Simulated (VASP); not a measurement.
# LiY3 (Im-3m) in VASP: further runs

LiY3 is run at these levels: PBE; tasks: single point, relaxation of cell and atoms.

Program: VASP 6.6.1. These are calculated values, not measurements. Logs are shortened: lines on timing, memory, paths and dates and some standing lists are left out, and cuts for length are marked.

**1. The cell of the first run**

It takes space group Im-3m (No. 229, cubic). The conventional cell has a = 5.877 Å, b = 5.877 Å, c = 5.877 Å, α = 90.00°, β = 90.00°, γ = 90.00°. Within 3.9 Å of Li (site symmetry m-3m) lie 6 Y at 2.94 Å. Y (site symmetry 4/mmm) has 2 Li at 2.94 Å and 4 Y at 2.94 Å within 3.9 Å.

The cell was built from a structure type or drawn by symmetry, and may not be a known phase.

**2. Single point, PBE**

INCAR reads:

```
SYSTEM = LiY3
PREC = Accurate
ENCUT = 520
EDIFF = 1E-6
ISMEAR = 0
SIGMA = 0.1
LREAL = .False.
LASPH = .True.
NELM = 80
ALGO = Normal
ISIF = 2
LWAVE = .False.
LCHARG = .False.
GGA = PE
NBANDS = 26
```

KPOINTS reads:

```
regular mesh
0
Gamma
  4 4 4
  0 0 0
```

POSCAR reads:

```
LiY3
1.0
   -2.9385478300      2.9385478300      2.9385478300
    2.9385478300     -2.9385478300      2.9385478300
    2.9385478300      2.9385478300     -2.9385478300
Li Y
1 3
Direct
    0.0000000000      0.0000000000      0.0000000000
    0.0000000000      0.5000000000      0.5000000000
    0.5000000000      0.0000000000      0.5000000000
    0.5000000000      0.5000000000      0.0000000000
```

Potentials or basis: VASP PAW PBE potentials, release 64 (Li_sv, Y_sv).

Command:

```
$ cat potpaw_PBE.64/Li_sv/POTCAR potpaw_PBE.64/Y_sv/POTCAR > POTCAR
$ mpirun -np 1 vasp_std > vasp.out
```

OUTCAR:

```text
SYSTEM = LiY3
   PREC = Accurate
   ENCUT = 520
   EDIFF = 1E-6
   ISMEAR = 0
   LREAL = .False.
   LASPH = .True.
   NELM = 80
   ISIF = 2
   GGA = PE

 ion  position               nearest neighbor table
   1  0.000  0.000  0.000-   2 2.94   3 2.94   4 2.94   2 2.94   3 2.94   4 2.94
   2  0.000  0.500  0.500-   1 2.94   3 2.94   4 2.94   1 2.94   4 2.94   3 2.94   3 4.16   3 4.16
                             3 4.16   4 4.16   4 4.16   4 4.16   3 4.16   4 4.16
   3  0.500  0.000  0.500-   1 2.94   2 2.94   4 2.94   4 2.94   1 2.94   2 2.94   2 4.16   4 4.16
                             2 4.16   2 4.16   4 4.16   4 4.16   2 4.16   4 4.16
   4  0.500  0.500  0.000-   1 2.94   2 2.94   3 2.94   3 2.94   2 2.94   1 2.94   3 4.16   3 4.16
                             2 4.16   2 4.16   3 4.16   2 4.16   2 4.16   3 4.16

  LATTYP: Found a body centered cubic cell.
 ALAT       =     5.8770956600

  Lattice vectors:

 A1 = (  -2.9385478300,   2.9385478300,   2.9385478300)
 A2 = (   2.9385478300,  -2.9385478300,   2.9385478300)
 A3 = (   2.9385478300,   2.9385478300,  -2.9385478300)

Analysis of symmetry for initial positions (statically):
=====================================================================
 Subroutine PRICEL returns:
 Original cell was already a primitive cell.

 Routine SETGRP: Setting up the symmetry group for a
 body centered cubic supercell.

 Subroutine GETGRP returns: Found 48 space group operations
 (whereof 48 operations were pure point group operations)
 out of a pool of 48 trial point group operations.

The static configuration has the point symmetry O_h .

Analysis of symmetry for dynamics (positions and initial velocities):
=====================================================================
 Subroutine PRICEL returns:
 Original cell was already a primitive cell.

 Routine SETGRP: Setting up the symmetry group for a
 body centered cubic supercell.

 Subroutine GETGRP returns: Found 48 space group operations
 (whereof 48 operations were pure point group operations)
 out of a pool of 48 trial point group operations.

The dynamic configuration has the point symmetry O_h .

 Subroutine INISYM returns: Found 48 space group operations
 (whereof 48 operations are pure point group operations),
 and found     1 'primitive' translations

----------------------------------------------------------------------------------------

                                     Primitive cell

  volume of cell :     101.4982

  direct lattice vectors                    reciprocal lattice vectors
[... 76 lines left out ...]
   EDIFFG = 0.1E-04   stopping-criterion for IOM
   NSW    =      0    number of steps for IOM
   IBRION =     -1    ionic relax: 0-MD 1-quasi-New 2-CG
   NFREE  =      0    steps in history (QN), initial steepest desc. (CG)
   ISIF   =      2    stress and relaxation
   ISYM   =      2    0-nonsym 1-usesym 2-fastsym
   POTIM  = 0.5000    time-step for ionic-motion
   TEBEG  =    0.0;   TEEND  =   0.0 temperature during run
   PSTRESS=    0.0 pullay stress
   NELECT =      36.0000    total number of electrons
   NUPDOWN=      -1.0000    fix difference up-down
   EMIN   =  10.00;   EMAX   =-10.00  energy-range for DOS
   EFERMI =   0.00;   METHOD = LEGACY
   ISMEAR =     0;   SIGMA  =   0.10  broadening in eV -4-tet -1-fermi 0-gaus
   EFERMI_NEDOS =   21; number of points for ismear=-14 and -15
   IALGO  =     38    algorithm
   IMIX   =      4    mixing-type and parameters
     AMIX     =   0.40;   BMIX     =  1.00
     AMIX_MAG =   1.60;   BMIX_MAG =  1.00
  volume/ion in A,a.u.               =      25.37       171.24
  Fermi-wavevector in a.u.,A,eV,Ry     =   1.158838  2.189887 18.271353  1.342907
  Thomas-Fermi vector in A             =   2.295437
   LORBIT       =      0    0 simple, 1 ext, 2 COOP (PROOUT), +10 PAW based schemes
   GGA     = PE    functional components
   LHFCALC =     F    Hartree Fock is set to
   AEXX    =    0.0000 exact exchange contribution
   IVDW    =     0    specifies the selected vdW correction
   LEPSILON=     F    determine dielectric tensor
   LRPA    =     F    only Hartree local field effects (RPA)
 non-spin polarized calculation
 Gauss-broadening in eV      SIGMA  =   0.10
  energy-cutoff  :      520.00
  volume of cell :      101.50
 maximum number of plane-waves:      2760
 NGX is ok and might be reduce to    40
   NGX = 19   NGY = 19   NGZ = 19

 number of electron      35.9999993 magnetization

 Free energy of the ion-electron system (eV)
  ---------------------------------------------------
  ext. energy  EPLUGINS =         0.00000000
  ---------------------------------------------------
  free energy    TOTEN  =       -18.35582551 eV

  energy without entropy =      -18.31430326  energy(sigma->0) =      -18.33506438

 E-fermi :   3.3936     XC(G=0):  -9.5741

 val. band max:        3.3435391148   @ k =   0.5000   0.5000   0.2500
 cond. band min:       3.3998192362   @ k =   0.2500   0.0000   0.0000
 fundamental gap:      0.0562801214
 Fermi energy:         3.3936395285

 k-point     1 :       0.0000    0.0000    0.0000
  band No.  band energies     occupation
      1     -42.9640      2.00000
      2     -39.3635      2.00000
      3     -39.0470      2.00000
      4     -39.0470      2.00000
      5     -20.0423      2.00000
      6     -20.0423      2.00000
[... 221 lines left out ...]
     25       6.8896      0.00000
     26       6.8990      0.00000

------------------------ aborting loop because EDIFF is reached ----------------------------------------

  FORCE on cell =-STRESS in cart. coord.  units (eV):
  Direction    XX          YY          ZZ          XY          YZ          ZX
  --------------------------------------------------------------------------------------
  -------------------------------------------------------------------------------------
  Total        4.1841180      4.1841180      4.1841180      0.0000000      0.0000000     -0.0000000
  in kB       66.0474754     66.0474754     66.0474754      0.0000000      0.0000000     -0.0000000
  external PRESSURE =      66.0474754 kB  Pullay stress =       0.0000000 kB

 VOLUME and BASIS-vectors are now :
 -----------------------------------------------------------------------------
  energy-cutoff  :      520.00
  volume of cell :      101.50
      direct lattice vectors                 reciprocal lattice vectors
    -2.938547830  2.938547830  2.938547830     0.000000000  0.170152071  0.170152071
     2.938547830 -2.938547830  2.938547830     0.170152071  0.000000000  0.170152071
     2.938547830  2.938547830 -2.938547830     0.170152071  0.170152071  0.000000000

 POSITION                                       TOTAL-FORCE (eV/Angst)
 -----------------------------------------------------------------------------------
      0.00000      0.00000      0.00000         0.000000      0.000000     -0.000000
      2.93855      0.00000      0.00000        -0.000000      0.000000     -0.000000
      0.00000      2.93855      0.00000         0.000000     -0.000000      0.000000
      0.00000      0.00000      2.93855        -0.000000      0.000000      0.000000
 -----------------------------------------------------------------------------------
    total drift:                               -0.000000     -0.000000      0.000000

  FREE ENERGIE OF THE ION-ELECTRON SYSTEM (eV)
  ---------------------------------------------------
  free  energy   TOTEN  =       -18.3558255073 eV

  energy  without entropy=      -18.3143032600  energy(sigma->0) =      -18.33506438
```

OSZICAR:

```text
N       E                     dE             d eps       ncg     rms          rms(c)
DAV:   1     0.186050332715E+03    0.18605E+03   -0.16694E+04   416   0.133E+03
DAV:   2    -0.422672121598E+00   -0.18647E+03   -0.18163E+03   480   0.327E+02
DAV:   3    -0.182222887412E+02   -0.17800E+02   -0.17250E+02   796   0.571E+01
DAV:   4    -0.189783404578E+02   -0.75605E+00   -0.74480E+00   566   0.130E+01
DAV:   5    -0.190022889337E+02   -0.23948E-01   -0.23914E-01   662   0.196E+00    0.364E+01
DAV:   6    -0.183554974095E+02    0.64679E+00   -0.13285E+00   448   0.466E+00    0.221E+01
DAV:   7    -0.183686093455E+02   -0.13112E-01   -0.10415E+00   684   0.415E+00    0.257E+00
DAV:   8    -0.183551857727E+02    0.13424E-01   -0.19043E-01   520   0.184E+00    0.871E-01
DAV:   9    -0.183559000108E+02   -0.71424E-03   -0.10559E-02   568   0.606E-01    0.261E-01
DAV:  10    -0.183558271393E+02    0.72872E-04   -0.73903E-04   632   0.149E-01    0.648E-02
DAV:  11    -0.183558297654E+02   -0.26262E-05   -0.95265E-05   632   0.508E-02    0.377E-02
DAV:  12    -0.183558264968E+02    0.32687E-05   -0.78763E-06   532   0.185E-02    0.103E-02
DAV:  13    -0.183558251814E+02    0.13153E-05   -0.16560E-06   436   0.803E-03    0.212E-03
DAV:  14    -0.183558255073E+02   -0.32587E-06   -0.27879E-07   268   0.306E-03
   1 F= -.18355826E+02 E0= -.18335064E+02  d E =-.415222E-01
```

stdout:

```text
POSCAR found type information on POSCAR LiY
 POSCAR found :  2 types and       4 ions
 scaLAPACK will be used
 LDA part: xc-table for (Slater+PW92), standard interpolation
 POSCAR, INCAR and KPOINTS ok, starting setup
 FFT: planning ... GRIDC
 FFT: planning ... GRID_SOFT
 FFT: planning ... GRID
 WAVECAR not read
 entering main loop
```

Run time: 21 s. Hardware: 1 thread of Intel Xeon 6975P-C (Granite Rapids), shared host; peak memory 0.24 GiB.

Results:

* Free energy: -18.3558 eV
* Band gap on the k mesh: zero (bands 18 and 19 overlap by 2.19 eV)

Caveat: the k points lie up to 0.38 Å⁻¹ apart, too coarse for converged energies and pressures of a metal; the cutoff is under 1.25 times the usual one of these potentials, so pressure, stress and relaxed cells hold a basis-set (Pulay) error.

**3. Relaxation of cell and atoms, PBE**

INCAR reads:

```
PREC     = Accurate       # precision mode
ENCUT    = 600            # plane-wave cutoff, eV
EDIFF    = 1E-6           # SCF threshold, eV
ISMEAR   = 0              # smearing method
SIGMA    = 0.1            # smearing width, eV
LREAL    = F              # projectors in reciprocal space
LASPH    = T              # aspherical terms in the spheres
NELM     = 60             # most SCF steps
ALGO     = Normal         # electronic algorithm
ISIF     = 3              # what is computed and relaxed
LWAVE    = F              # write WAVECAR
LCHARG   = F              # write CHGCAR
GGA      = PE             # functional
IBRION   = 2              # ionic algorithm
NSW      = 90             # ionic steps
EDIFFG   = -0.04          # ionic threshold
```

KPOINTS reads:

```
regular mesh
0
Gamma
  4 4 4
```

POSCAR is that of step 2.

Potentials or basis: VASP PAW PBE potentials, release 64 (Li_sv, Y_sv).

Command:

```
$ cat potpaw_PBE.64/Li_sv/POTCAR potpaw_PBE.64/Y_sv/POTCAR > POTCAR
$ mpirun -np 1 vasp_std > vasp.out
```

It took 58 s on 1 thread of Intel Xeon 6975P-C (Granite Rapids), shared host; peak memory 0.28 GiB.

Results (log left out):

```yaml
Free_energy: -18.7555 eV
Relaxed_volume: 30.97 Å³/atom
Relaxed_cell: a = 5.439 Å, b = 5.439 Å, c = 5.439 Å, α = 109.47°, β = 109.47°, γ = 109.47°
Space_group_after_relaxing_to_0.1_Å: Im-3m (No. 229)
Energy_gained_by_relaxing: 99.8 meV/atom
Ionic_steps: 3
Pressure_after_relaxing: -0.1 GPa
```

The path:
| step | energy change (eV) | largest force (eV/Å) | pressure (GPa) | volume (Å³) |
| --- | --- | --- | --- | --- |
| 1 | 0.0000 | 0.0000 | 6.59 | 101.50 |
| 2 | -0.3775 | 0.0000 | 1.31 | 117.62 |
| 3 | -0.3994 | 0.0000 | -0.11 | 123.89 |

Final structure:
```
Li Y
1.0
    -3.14045    3.14045    3.14045
     3.14045   -3.14045    3.14045
     3.14045    3.14045   -3.14045
Li Y
1 3
Direct
  0.00000 0.00000 0.00000
  0.00000 0.50000 0.50000
  0.50000 0.00000 0.50000
  0.50000 0.50000 0.00000
```

Levels at points of the mesh, in eV from the Fermi level:
| k point | band 17 | band 18 | band 19 | band 20 | band 21 | band 22 |
| --- | --- | --- | --- | --- | --- | --- |
| (0.00, 0.00, 0.00) | -1.37 | -0.51 | -0.51 | 0.18 | 2.62 | 2.62 |
| (0.50, 0.00, 0.00) | -0.20 | 0.21 | 0.22 | 0.72 | 0.97 | 1.02 |
| (0.50, 0.50, 0.50) | -0.14 | -0.14 | -0.14 | -0.07 | -0.07 | -0.07 |

Caveat: the k points lie up to 0.35 Å⁻¹ apart in the final cell; the cutoff is under 1.25 times the usual one of these potentials, so pressure, stress and relaxed cells hold a basis-set (Pulay) error; the volume moved by over 15 % at a fixed basis, so the end points are rough; the highest band is partly filled, so the run has too few bands.

(Part 1 of 2 ends here.)
